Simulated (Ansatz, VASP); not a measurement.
**Mg3CdS2 in VASP and in Ansatz**

File INCAR:

```
SYSTEM = Mg3CdS2
PREC     = Accurate       ! precision mode
ENCUT    = 600            ! plane-wave cutoff, eV
EDIFF    = 1E-6           ! SCF threshold, eV
ISMEAR   = 0              ! smearing method
SIGMA    = 0.1            ! smearing width, eV
LREAL    = .FALSE.        ! projectors in reciprocal space
LASPH    = .TRUE.         ! aspherical terms in the spheres
NELM     = 80             ! most SCF steps
ALGO     = Normal         ! electronic algorithm
ISIF     = 3              ! what is computed and relaxed
LWAVE    = .FALSE.        ! write WAVECAR
LCHARG   = .FALSE.        ! write CHGCAR
GGA      = PE             ! functional
IBRION   = 2              ! ionic algorithm
NSW      = 100            ! ionic steps
EDIFFG   = -0.01          ! ionic threshold
```

File KPOINTS:

```
Automatic mesh
0
G
  12 12 4
  0 0 0
```

Contents of POSCAR:

```
Mg3CdS2
1.0
    5.2275643557      0.0000000000      0.0000000000
   -2.6137821779      4.5272035320      0.0000000000
    0.0000000000      0.0000000000      9.5595033064
Mg Cd S
3 1 2
Direct
    0.3333333333      0.6666666667      0.5000000000
    0.6666666667      0.3333333333      0.5000000000
    0.0000000000      0.0000000000      0.0000000000
    0.0000000000      0.0000000000      0.5000000000
    0.0000000000      0.0000000000      0.2368546797
    0.0000000000      0.0000000000      0.7631453203
```

Input for Ansatz:

```yaml
crystal:
  lattice:
    - [5.2275643557, 0.0, 0.0]
    - [-2.6137821779, 4.527203532, 0.0]
    - [0.0, 0.0, 9.5595033064]
  atoms:
    - { symbol: Mg, position: [0.3333333333, 0.6666666667, 0.5] }
    - { symbol: Mg, position: [0.6666666667, 0.3333333333, 0.5] }
    - { symbol: Mg, position: [0.0, 0.0, 0.0] }
    - { symbol: Cd, position: [0.0, 0.0, 0.5] }
    - { symbol: S, position: [0.0, 0.0, 0.2368546797] }
    - { symbol: S, position: [0.0, 0.0, 0.7631453203] }
basis:
  ecutwfc: 420
kpoints:
  mp_grid: { grid: [12, 12, 4] }
hamiltonian:
  xc: pbe
scf:
  occupations: { method: gaussian, width: 0.1 }
output:
  forces: true
  stress: true
  eigenvalues: true
relax:
  adjacent_minimum: "off"
  f_tol: 0.01
  max_steps: 80
  cell: { stress_tol: 0.05 }
```

Alike in both runs: task relaxation of cell and atoms; functional PBE; k mesh 12 × 12 × 4; occupations gaussian, width 0.1 eV; no spin polarisation.

|  | VASP | Ansatz |
| --- | --- | --- |
| version | VASP 6.6.1 | Ansatz 0.2.0 |
| potentials or method | VASP PAW PBE potentials, release 64 (Mg, Cd, S), cutoff 600 eV | scalar-relativistic, plane waves, PAW |
| valence electrons in the cell | 30 | 62 |

|  | VASP | Ansatz | Ansatz less VASP |
| --- | --- | --- | --- |
| gap on the k mesh at the Fermi level, each at its own relaxed structure (eV) | none | none | - |
| relaxed volume (Å³/atom) | 38.12 | 38.18 | +0.062 |
| relaxed cell length with the largest relative difference (Å) | 5.247 | 5.255 | +0.0073 |

A gap of «none» marks a metal or a gap that the smearing closes. VASP's potentials hold 30 valence electrons a cell and Ansatz's 62, so a difference there can come from the potentials and not from the codes.
